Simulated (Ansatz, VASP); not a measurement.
# B in VASP and in Ansatz

```
B
1.0
     1.32751    0.76644    1.08407
    -1.32751    0.76644    1.08407
     0.00000   -1.53288    1.08407
B
1
Cartesian
  0.0000 0.0000 1.6261
```

Alike in both runs: functional PBEsol; k mesh 30 × 30 × 30; occupations gaussian, width 0.1 eV; no spin polarisation.

Ansatz relaxed the structure, and its values are those at the end. VASP's run is a single point on that final structure, the one shown.

```csv
,VASP,Ansatz
version,VASP 6.6.1,Ansatz 0.2.0
potentials or method,"VASP PAW PBE potentials, release 64 (B), cutoff 520 eV","scalar-relativistic, plane waves, PAW"
valence electrons in the cell,3,3
```

```tsv
	VASP	Ansatz	Ansatz less VASP
gap on the k mesh at the Fermi level (eV)	none	none	-
pressure (GPa)	0.3	0.0	-0.32
```

VASP's potentials were made for PBE, not for PBEsol. A gap of «none» marks a metal or a gap that the smearing closes.
